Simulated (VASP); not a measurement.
## MgO: single point with PBEsol

MgO:

```
Mg O
1.0
     3.61130    0.00000    0.00000
    -1.80565    3.12748    0.00000
     0.00000    0.00000    4.33450
Mg O
2 2
Direct
  0.66667 0.33333 0.75000
  0.33333 0.66667 0.25000
  0.66667 0.33333 0.25000
  0.33333 0.66667 0.75000
```

```
Program             : VASP 6.6.1
Task                : single point
Functional          : PBEsol
Potentials or basis : VASP PAW PBE potentials, release 64 (Mg, O)
Cutoff              : 520 eV
k mesh              : 9 × 9 × 6
Occupations         : gaussian, width 0.05 eV
Spin                : no spin polarisation
```

The pressure is -11.0 GPa and the band gap on the k mesh is 2.79 eV, direct.

Stress tensor (GPa, compression positive):
```
-10.74   0.00   0.00
  0.00 -10.74   0.00
  0.00   0.00 -11.49
```

Levels at points of the mesh, in eV from the valence-band top:
```csv
k point,band 6,band 7,band 8,band 9,band 10,band 11
"(0.00, 0.00, 0.00)",-0.69,-0.69,0.00,2.79,8.53,11.25
"(0.00, 0.00, 0.50)",-1.13,-1.13,-1.13,5.78,5.78,12.07
```

Wall time 39 s on 1 thread of Intel Xeon 8259CL, with other jobs on the host, peak memory 0.18 GiB.

Caveat: the PAW data sets were made with another functional, which shifts forces and pressure a little. Expect the measured gap to be larger: semilocal functionals such as PBEsol lack the derivative discontinuity.
